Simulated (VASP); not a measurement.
Here is a VASP 6.6.1 calculation.

The input INCAR:

```
PREC = Accurate
ENCUT = 520
EDIFF = 1E-8
ISMEAR = 0
SIGMA = 0.01
LREAL = False
LASPH = True
NELM = 100
ALGO = Normal
ISIF = 2
LWAVE = False
LCHARG = False
GGA = PE
IVDW = 12
IBRION = 6
NFREE = 2
POTIM = 0.015
NSW = 1
```

KPOINTS

```
Automatic mesh
0
Gamma
  12 12 12
```

POSCAR

```
BN
1.0
    1.2496370479      0.7214782860      3.0766773540
   -1.2496370479      0.7214782860      3.0766773540
    0.0000000000     -1.4429565720      3.0766773540
B N
1 1
Direct
    0.9998909956      0.9998909956      0.9998909956
    0.3325420044      0.3325420044      0.3325420044
```

Potentials or basis: VASP PAW PBE potentials, release 64 (B, N).

Command:

```bash
$ cat potpaw_PBE.64/B/POTCAR potpaw_PBE.64/N/POTCAR > POTCAR
$ mpirun -np 1 vasp_std > vasp.out
```

Task: Estimate the highest phonon frequency at Γ, LO-TO splitting left out.

Result: 1368 cm⁻¹.

Task: Predict the dispersion energy per atom.

Result: -0.155 eV.

Phonon frequencies in cm⁻¹ (negative: imaginary):
```tsv
q point	frequencies
(0.000, 0.000, 0.000)	0 0 0 732 1368 1368
```

Caveat: the cell wasn't relaxed at this level first, which shifts response properties.
